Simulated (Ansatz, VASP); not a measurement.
**PbSe in VASP and in Ansatz**

```
Pb Se
1.0
    -0.09186    3.01622    3.01622
     3.01622   -0.09186    3.01622
     3.01622    3.01622   -0.09186
Pb Se
1 1
Direct
  0.00000 0.00000 0.00000
  0.50000 0.50000 0.50000
```

Change from the starting cell: equal xy, yz and zx shear strains of -3 %, PAW files.

Alike in both runs: task electric field gradients; functional PBE; k mesh 9 × 9 × 9; occupations fermi-dirac, width 0.01 eV; no spin polarisation.

|  | VASP | Ansatz |
| --- | --- | --- |
| version | VASP 6.6.1 | Ansatz 0.2.0 |
| potentials or method | VASP PAW PBE potentials, release 64 (Pb_d, Se) | PAW with Ansatz's default frozen-core files, scalar-relativistic |
| plane-wave cutoff (eV) | 520 | 420 |
| valence electrons in the cell | 20 | 30 |

|  | VASP | Ansatz | Ansatz less VASP |
| --- | --- | --- | --- |
| gap on the k mesh at the Fermi level (eV) | 0.42 | 0.42 | -0.002 |
| pressure (GPa) | 2.3 | 2.3 | +0.01 |
| traceless stress, the component that is largest in VASP (GPa) | 0.47 | 0.47 | 0.000 |
| size of Vzz on the site where it differs most (V/Å²) | 6.8 | 11.2 | +4.39 |

VASP's potentials hold 20 valence electrons a cell and Ansatz's 30, so a difference there can come from the potentials and not from the codes.

Spin-orbit coupling is off throughout.
